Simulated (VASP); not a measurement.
Crystal: W.

```
W
1.0
     3.44855   -1.93128    0.00000
     3.44855    1.93128    0.00000
    -0.10625    0.00000    3.22315
W
3
Direct
  0.67600 0.67600 0.67500
  0.32400 0.32400 0.32500
  0.00000 0.00000 0.00000
```

| Quantity | Value |
| --- | --- |
| Program | VASP 6.6.1 |
| Task | relaxation of cell and atoms |
| Functional | PBE |
| Potentials or basis | VASP PAW PBE potentials, release 64 (W_sv) |
| Cutoff | 600 eV |
| k mesh | 6 × 6 × 6 |
| Occupations | gaussian, width 0.1 eV |
| Spin | no spin polarisation |

At the start: pressure 67.3 GPa; volume 14.31 Å³/atom.

Question: How do energy, volume and symmetry change on relaxing?

Answer: Over 15 steps the energy falls by 1146.8 meV/atom and the volume is 16.15 Å³/atom (+12.9 %); space group Im-3m (No. 229, to 0.05 Å).

The path:
```tsv
step	energy change (eV)	largest force (eV/Å)	pressure (GPa)	volume (Å³)
1	0.0000	2.7306	67.34	42.93
2	7.3432	0.5658	-45.91	89.96
3	-2.0756	0.2297	-21.55	54.70
4	-2.2058	0.2667	-12.50	52.56
5	-2.2146	0.2879	-9.11	51.88
6	-3.3710	0.2150	1.26	48.34
7	-3.4027	0.2607	4.99	47.73
8	-3.3502	0.0395	-10.19	50.29
9	-3.4325	0.1667	-1.34	48.69
10	-3.4382	0.0078	1.22	48.28
11	-3.4397	0.0571	0.41	48.41
12	-3.4402	0.0060	-0.72	48.58
13	-3.4404	0.0189	-0.35	48.52
14	-3.4404	0.0117	0.41	48.40
15	-3.4405	0.0057	0.04	48.46
```

Final structure:
```
W
1.0
     3.90793   -2.25798    0.07941
     3.90793    2.25798    0.07941
    -0.05427    0.00000    2.74477
W
3
Direct
  0.66665 0.66665 0.66677
  0.33335 0.33335 0.33323
  0.00000 0.00000 0.00000
```
